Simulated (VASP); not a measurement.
Rh, 1 atom in the cell. Symmetry: Fm-3m, No. 225, cubic system. Conventional cell: a = 3.613 Å, b = 3.613 Å, c = 3.613 Å, α = 90.00°, β = 90.00°, γ = 90.00°. Within 3.4 Å of Rh (site symmetry m-3m) lie 12 Rh at 2.55 Å.  This cell differs from its parent crystal: strain -0.050 along x and y, -0.050 along z.

| Item | Value |
| --- | --- |
| Program | VASP 6.6.1 |
| Task | single point |
| Functional | PBEsol |
| Potentials or basis | VASP PAW PBE potentials, release 64 (Rh_pv) |
| Cutoff | 520 eV |
| k mesh | 22 × 22 × 22 |
| Occupations | gaussian, width 0.15 eV |
| Spin | no spin polarisation |
| Dipole correction | no |
| Further INCAR settings | ALGO = Normal; EDIFF = 1e-06; NBANDS = 14 |

Potentials or basis: VASP PAW PBE potentials, release 64 (Rh_pv).

Launch:

```sh
$ cat potpaw_PBE.64/Rh_pv/POTCAR > POTCAR
$ mpirun -np 1 vasp_std > vasp.out
```

Hardware: 1 thread of Intel Xeon 6975P-C, on a shared host.

Task: Estimate the wall time of this run.

Result: Run time: 30 s on 1 thread of Intel Xeon 6975P-C (shared host), peak memory 0.16 GiB. Counts: scf iterations 11, k points 328.
